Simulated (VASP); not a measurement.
CdS, 2 atoms in the cell. Symmetry: F-43m, No. 216, cubic system. Conventional cell: a = 5.846 Å, b = 5.846 Å, c = 5.846 Å, α = 90.00°, β = 90.00°, γ = 90.00°. Cd (site symmetry -43m) has 4 S at 2.53 Å within 3.3 Å. S (site symmetry -43m) has 4 Cd at 2.53 Å within 3.3 Å.  This cell differs from its parent crystal: volume scaled by 0.98.

```yaml
Program: VASP 6.6.1
Task: electric field gradients
Functional: PBEsol
Potentials_or_basis: VASP PAW PBE potentials, release 64 (Cd, S)
Cutoff: 520 eV
k_mesh: 7 × 7 × 7
Occupations: fermi-dirac, width 0.02 eV
Spin: no spin polarisation
Dipole_correction: no
Further_INCAR_settings: ALGO = Normal; EDIFF = 1e-08; NBANDS = 16
```

Potentials or basis: VASP PAW PBE potentials, release 64 (Cd, S).

Run with:

```console
$ cat potpaw_PBE.64/Cd/POTCAR potpaw_PBE.64/S/POTCAR > POTCAR
$ mpirun -np 1 vasp_std > vasp.out
```

Hardware: 1 thread of Intel(R) Xeon(R) Platinum 8488C (Sapphire Rapids), on a shared host.

Question: How long does it take, and how much memory?

Answer: Run time: 16 s on 1 thread of Intel(R) Xeon(R) Platinum 8488C (Sapphire Rapids), on a shared host, peak memory 0.18 GiB. Counts: scf iterations 17, k points 20.
